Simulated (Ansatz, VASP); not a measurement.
Two plane-wave programs on WC

```
W C
1.0
     2.90650    0.00000    0.00000
    -1.45325    2.51710    0.00000
     0.00000    0.00000    2.83660
W C
1 1
Direct
  0.00000 0.00000 0.00000
  0.66667 0.33333 0.50000
```

Alike in both runs: task relaxation of cell and atoms; functional PBEsol; k mesh 18 × 18 × 14; occupations gaussian, width 0.1 eV; no spin polarisation.

```csv
,VASP,Ansatz
version,VASP 6.6.1,Ansatz 0.2.0
potentials or method,"VASP PAW PBE potentials, release 64 (W_sv, C), cutoff 600 eV","scalar-relativistic, plane waves, PAW"
valence electrons in the cell,18,18
```

VASP gave:

```
gap on the k mesh at the Fermi level, each at its own relaxed structure (eV) : none
relaxed volume (Å³/atom)                                                     : 10.32
relaxed cell length with the largest relative difference (Å)                 : 2.831
```

Q: Which values does Ansatz return?

A: gap on the k mesh at the Fermi level, each at its own relaxed structure (eV): none; relaxed volume (Å³/atom): 10.29; relaxed cell length with the largest relative difference (Å): 2.828.

VASP's potentials were made for PBE, not for PBEsol. A gap of «none» marks a metal or a gap that the smearing closes.

Neither program's run includes spin-orbit coupling.
